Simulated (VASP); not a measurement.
Input of a VASP 6.6.1 run:

File INCAR:

```
ALGO = Normal ; EDIFF = 1E-7
ENCUT = 520 ; GGA = PE
ISIF = 2 ; ISMEAR = 0
LASPH = True ; LCHARG = False
LREAL = False ; LWAVE = False
NBANDS = 15 ; NELM = 60
PREC = Accurate ; SIGMA = 0.1
```

Contents of KPOINTS:

```
k-points
0
Gamma
  4 4 4
```

POSCAR

```
Sb2S
1.0
    0.0000000000      3.3753540700      3.3753540700
    3.3753540700      0.0000000000      3.3753540700
    3.3753540700      3.3753540700      0.0000000000
Sb S
2 1
Direct
    0.2500000000      0.2500000000      0.2500000000
    0.7500000000      0.7500000000      0.7500000000
    0.0000000000      0.0000000000      0.0000000000
```

Potentials or basis: VASP PAW PBE potentials, release 64 (Sb, S).

Command:

```bash
$ cat potpaw_PBE.64/Sb/POTCAR potpaw_PBE.64/S/POTCAR > POTCAR
$ mpirun -np 1 vasp_std > vasp.out
```

Estimate the band gap on the k mesh.

zero (band 8 reaches 8.58 eV, above the bottom of band 9 at 4.80 eV).

Estimate the pressure.

0.5 GPa.

Caveat: the k points lie up to 0.40 Å⁻¹ apart; spin-orbit coupling is left out, which moves the levels of the heavy elements.
